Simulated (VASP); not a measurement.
Pd:

```xyz
2
Lattice="1.6974 0.9800 3.1476 -1.6974 0.9800 3.1476 0.0000 -1.9600 3.1476" Properties=species:S:1:pos:R:3 pbc="T T T"
Pd    0.0000    0.0000    2.1486
Pd    0.0000    0.0000    7.2942
```

| Item | Value |
| --- | --- |
| Program | VASP 6.6.1 |
| Task | relaxation of cell and atoms |
| Functional | PBEsol |
| Potentials or basis | VASP PAW PBE potentials, release 64 (Pd) |
| Cutoff | 600 eV |
| k mesh | 6 × 6 × 6 |
| Occupations | gaussian, width 0.1 eV |
| Spin | no spin polarisation |

At the start: pressure 30.2 GPa; volume 15.71 Å³/atom.

Q: Where does the relaxation end?

A: Over 43 steps the energy falls by 1177.4 meV/atom and the volume is 14.43 Å³/atom (-8.1 %); space group Fm-3m (No. 225, to 0.05 Å).

The path:
```csv
step,energy change (eV),largest force (eV/Å),pressure (GPa),volume (Å³)
1,0.0000,5.6912,30.21,31.42
3,-0.9557,0.9134,-10.08,37.20
5,-0.9679,1.2570,-7.14,36.34
7,-1.1701,0.4124,3.51,32.86
9,-1.1883,0.0689,0.43,33.44
11,-1.1975,0.0862,-2.22,33.92
13,-1.1996,0.2729,-5.11,34.51
15,-1.2056,0.3106,-5.43,34.56
17,-1.2465,0.4899,-6.85,34.73
19,-1.4487,1.1435,-12.90,34.96
21,-1.5850,1.4989,-15.02,34.61
23,-1.6105,1.5023,-15.23,34.57
25,-1.6253,1.5347,-14.95,34.47
27,-1.6940,1.6487,-13.80,33.90
29,-1.9518,2.1431,-6.65,31.41
31,-2.1649,2.0963,10.95,28.03
33,-2.3161,0.5195,7.02,28.09
35,-2.3444,0.2607,-0.66,29.05
37,-2.3482,0.3735,1.41,28.72
39,-2.3533,0.0816,0.05,28.89
41,-2.3535,0.0230,-1.05,29.04
43,-2.3549,0.0005,0.10,28.86
```

Final structure:
```
Pd
1.0
     1.36226    0.78650    4.48974
    -1.36226    0.78650    4.48974
     0.00000   -1.57301    4.48974
Pd
2
Direct
  0.25001 0.25001 0.25001
  0.74999 0.74999 0.74999
```

Caveat: the k points lie up to 0.45 Å⁻¹ apart in the final cell; the PAW data sets were made with another functional, which shifts forces and pressure a little.
